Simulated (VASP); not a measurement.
Set up this calculation in VASP 6.6.1, as the native input.

| Property | Result |
| --- | --- |
| Task | single point |
| Functional | LDA |
| Potentials or basis | VASP PAW LDA potentials, release 64 (Mg, O) |
| Cutoff | 520 eV |
| k mesh | 2 × 2 × 2 |
| Occupations | fermi-dirac, width 0.05 eV |
| Spin | no spin polarisation |
| Dipole correction | no |
| Further INCAR settings | LREAL = Auto; ALGO = Normal; EDIFF = 1e-07; NBANDS = 46 |

The structure of MgO lies in POSCAR:

```
MgO
1.0
    0.0000000000      3.9800400000      3.9800400000
    3.9800400000      0.0000000000      3.9800400000
    3.9800400000      3.9800400000      0.0000000000
Mg O
8 8
Direct
    0.0159294881      0.0040703109     -0.0124119356
    0.0226254007      0.0202384901      0.4754851710
    0.0265072713      0.5148691973     -0.0174370107
    0.0343715139      0.4908242128      0.5021808826
    0.5212761681      0.0166581240     -0.0106029085
    0.5165400348      0.0513688305      0.4743294037
    0.5267158119      0.5277710777     -0.0351127124
    0.5389141818      0.5508738606      0.4577843439
    0.2732384599      0.2920573663      0.2025859037
    0.2612787811      0.3127355504      0.7238369464
    0.2793941769      0.7831579582      0.2265303866
    0.2841051849      0.8076928875      0.7116134511
    0.7612486307      0.3044693018      0.2465301856
    0.7797283444      0.2381006221      0.7531456970
    0.7706329585      0.7923915338      0.2398342730
    0.7753565291      0.7947784444      0.7401307525
```

One way to write it, as run:

INCAR

```
SYSTEM = MgO
ALGO = Normal ; EDIFF = 1E-7
ENCUT = 520 ; ISIF = 2
ISMEAR = -1 ; LASPH = .TRUE.
LCHARG = .FALSE. ; LREAL = Auto
LWAVE = .FALSE. ; NBANDS = 46
NELM = 80 ; PREC = Accurate
SIGMA = 0.05
```

KPOINTS

```
k-points
0
G
  2 2 2
  0 0 0
```

Potentials or basis: VASP PAW LDA potentials, release 64 (Mg, O).

Command:

```sh
$ cat potpaw_LDA.64/Mg/POTCAR potpaw_LDA.64/O/POTCAR > POTCAR
$ mpirun -np 1 vasp_std > vasp.out
```

Results of the run:

- Pressure: 34.6 GPa
- Largest force: 3.280 eV/Å
- Band gap on the k mesh: 6.25 eV

Caveat: the k points lie up to 0.68 Å⁻¹ apart; forces of over 1 eV/Å act on the atoms, so gaps and moduli don't describe the material at rest.

Run time: 62 s on 1 thread of Intel(R) Xeon(R) Platinum 8488C (Sapphire Rapids), with other jobs on the host, peak memory 0.22 GiB.
